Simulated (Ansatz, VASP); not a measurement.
## Two plane-wave programs on Cu

```
CELL_PARAMETERS angstrom
-1.56885 1.56885 1.41369
1.56885 -1.56885 1.41369
1.56885 1.56885 -1.41369
ATOMIC_POSITIONS crystal
Cu 0.00000 0.00000 0.00000
```

Alike in both runs: task single point; functional PBE; k mesh 24 × 24 × 24; occupations gaussian, width 0.15 eV; no spin polarisation.

|  | VASP | Ansatz |
| --- | --- | --- |
| version | VASP 6.6.1 | Ansatz 0.2.0 |
| potentials or method | VASP PAW PBE potentials, release 64 (Cu), cutoff 520 eV | scalar-relativistic, plane waves, PAW |
| valence electrons in the cell | 11 | 19 |

Ansatz gave:

| Item | Value |
| --- | --- |
| gap on the k mesh at the Fermi level (eV) | none |
| pressure (GPa) | -13.9 |
| traceless stress, the component that is largest in VASP (GPa) | -0.13 |

Estimate VASP's values.

gap on the k mesh at the Fermi level (eV): none; pressure (GPa): -12.9; traceless stress, the component that is largest in VASP (GPa): -0.10.

A gap of «none» marks a metal or a gap that the smearing closes. With one functional, cell and mesh, what is left measures potentials, basis and numerics. VASP's potentials hold 11 valence electrons a cell and Ansatz's 19, so a difference there can come from the potentials and not from the codes.
